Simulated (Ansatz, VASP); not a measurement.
**Ge: VASP beside Ansatz**

```xyz
2
Lattice="0.0000 2.8285 2.8285 2.8285 0.0000 2.8285 2.8285 2.8285 0.0000" Properties=species:S:1:pos:R:3 pbc="T T T"
Ge   -0.7071   -0.7071   -0.7071
Ge    0.7071    0.7071    0.7071
```

Alike in both runs: task relaxation of cell and atoms; functional r2SCAN; k mesh 12 × 12 × 12; occupations fermi-dirac, width 0.08 eV; no spin polarisation.

|  | VASP | Ansatz |
| --- | --- | --- |
| version | VASP 6.6.1 | Ansatz 0.2.0 |
| potentials or method | VASP PAW PBE potentials, release 64 (Ge_d) | PAW with Ansatz's default frozen-core files, scalar-relativistic |
| plane-wave cutoff (eV) | 600 | 500 |
| valence electrons in the cell | 28 | 28 |

Ansatz gave:

| Item | Value |
| --- | --- |
| relaxed volume (Å³/atom) | 22.85 |
| relaxed cell length with the largest relative difference (Å) | 4.013 |

Task: Which values does VASP return?

Result: Relaxed volume (Å³/atom): 22.87; relaxed cell length with the largest relative difference (Å): 4.014.

VASP's potentials were made for PBE, not for r2SCAN.
